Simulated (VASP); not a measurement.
A run of VASP 6.6.1:

The input INCAR:

```
SYSTEM = GaN
ALGO = Normal
EDIFF = 1E-6
ENCUT = 600
GGA = PS
GGA_COMPAT = .FALSE.
ISIF = 2
ISMEAR = 0
LASPH = .TRUE.
LCHARG = .TRUE.
LELF = .TRUE.
LREAL = .FALSE.
LVHAR = .TRUE.
LWAVE = .FALSE.
NBANDS = 16
NELM = 120
PREC = Accurate
SIGMA = 0.01
```

The input KPOINTS:

```
k-points
0
G
  5 5 5
  0 0 0
```

Contents of POSCAR:

```
GaN
1.0
    0.0000000000      2.2535006100      2.2535006100
    2.2535006100      0.0000000000      2.2535006100
    2.2535006100      2.2535006100      0.0000000000
Ga N
1 1
Direct
   -0.0193161682     -0.0100171378      0.0238435650
    0.7306938832      0.7398066814      0.7738911097
```

Potentials or basis: VASP PAW PBE potentials, release 64 (Ga_d, N).

Run with:

```bash
$ cat potpaw_PBE.64/Ga_d/POTCAR potpaw_PBE.64/N/POTCAR > POTCAR
$ mpirun -np 1 vasp_std > vasp.out
```

Hardware: 1 thread of Intel(R) Xeon(R) Platinum 8375C CPU @ 2.90GHz (Ice Lake) (shared host).

Task: Estimate the wall time of this run.

Result: It took 54 s on 1 thread of Intel(R) Xeon(R) Platinum 8375C CPU @ 2.90GHz (Ice Lake) (shared host), peak memory 0.16 GiB. Counts: scf iterations 13, k points 63.
